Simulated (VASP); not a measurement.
A run of VASP 6.6.1 is set up as follows.

The input INCAR:

```
ALGO = Normal
EDIFF = 1E-7
EDIFFG = -0.03
ENCUT = 600
GGA = PS
IBRION = 2
ISIF = 3
ISMEAR = 0
LASPH = T
LCHARG = F
LREAL = F
LWAVE = F
NELM = 100
NSW = 80
PREC = Accurate
SIGMA = 0.1
```

The input KPOINTS:

```
k-points
0
Gamma
  6 6 5
```

The input POSCAR:

```
CdPt
1.0
    2.9854560000      0.0000000000      0.0000000000
    0.0000000000      2.9854560000      0.0000000000
    0.0000000000      0.0000000000      3.8460530000
Cd Pt
1 1
Direct
    0.0000000000      0.0000000000      0.0000000000
    0.5000000000      0.5000000000      0.5000000000
```

Potentials or basis: VASP PAW PBE potentials, release 64 (Cd, Pt).

Command:

```console
$ cat potpaw_PBE.64/Cd/POTCAR potpaw_PBE.64/Pt/POTCAR > POTCAR
$ mpirun -np 1 vasp_std > vasp.out
```

(1) Estimate the relaxed cell.

(2) Estimate the space group after relaxing (to 0.05 Å).

(3) Estimate the relaxed volume.

Results:

(1) a = 2.920 Å, b = 2.920 Å, c = 3.917 Å, α = 90.00°, β = 90.00°, γ = 90.00°.

(2) P4/mmm (No. 123).

(3) 16.69 Å³/atom.

Caveat: the PAW data sets were made with another functional, which shifts forces and pressure a little.
